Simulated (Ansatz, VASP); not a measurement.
## Au in VASP and in Ansatz

```xyz
1
Lattice="-1.6192 1.6192 1.6192 1.6192 -1.6192 1.6192 1.6192 1.6192 -1.6192" Properties=species:S:1:pos:R:3 pbc="T T T"
Au    0.0000    0.0000    0.0000
```

Alike in both runs: task relaxation of cell and atoms; functional PBEsol; k mesh 18 × 18 × 18; occupations gaussian, width 0.1 eV; no spin polarisation.

```csv
,VASP,Ansatz
version,VASP 6.6.1,Ansatz 0.2.0
potentials or method,"VASP PAW PBE potentials, release 64 (Au), cutoff 600 eV","scalar-relativistic, plane waves, PAW"
valence electrons in the cell,11,19
```

VASP gave:

| Quantity | Value |
| --- | --- |
| gap on the k mesh at the Fermi level, each at its own relaxed structure (eV) | none |
| relaxed volume (Å³/atom) | 17.02 |
| relaxed cell length with the largest relative difference (Å) | 2.807 |

Problem. Estimate Ansatz's values.

Solution. gap on the k mesh at the Fermi level, each at its own relaxed structure (eV): none; relaxed volume (Å³/atom): 17.04; relaxed cell length with the largest relative difference (Å): 2.808.

VASP's potentials were made for PBE, not for PBEsol. A gap of «none» marks a metal or a gap that the smearing closes. VASP's potentials hold 11 valence electrons a cell and Ansatz's 19, so a difference there can come from the potentials and not from the codes.

Spin-orbit coupling is off throughout.
